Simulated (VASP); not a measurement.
The system is KNbO3.

```xyz
5
Lattice="4.0292 0.0000 0.0000 0.0000 4.0292 0.0000 0.0000 0.0000 4.0292" Properties=species:S:1:pos:R:3 pbc="T T T"
K     0.0000    0.0000    0.0000
Nb    2.0146    2.0146    2.0146
O     0.0000    2.0146    2.0146
O     2.0146    0.0000    2.0146
O     2.0146    2.0146    0.0000
```

Base run:

```yaml
Program: VASP 6.6.1
Functional: PBEsol
Potentials_or_basis: VASP PAW PBE potentials, release 64 (K_sv, Nb_sv, O)
Cutoff: 600 eV
k_mesh: 6 × 6 × 6
Occupations: gaussian, width 0.01 eV
Spin: no spin polarisation
Hubbard_terms: Nb d U = 3.0 eV
```

Its results: band gap on the k mesh 1.78 eV, indirect (least direct gap 2.49 eV); pressure -3.9 GPa.

Problem. The run is repeated on the same cell with these changes: hubbard terms from Nb d U = 3.0 eV to Nb d U = 5.0 eV. What comes out?

Solution. Band gap on the k mesh 2.02 eV, indirect (least direct gap 2.76 eV); pressure -2.5 GPa.

Caveats: the PAW data sets were made with another functional, which shifts forces and pressure a little.

A k mesh can miss the band edges.
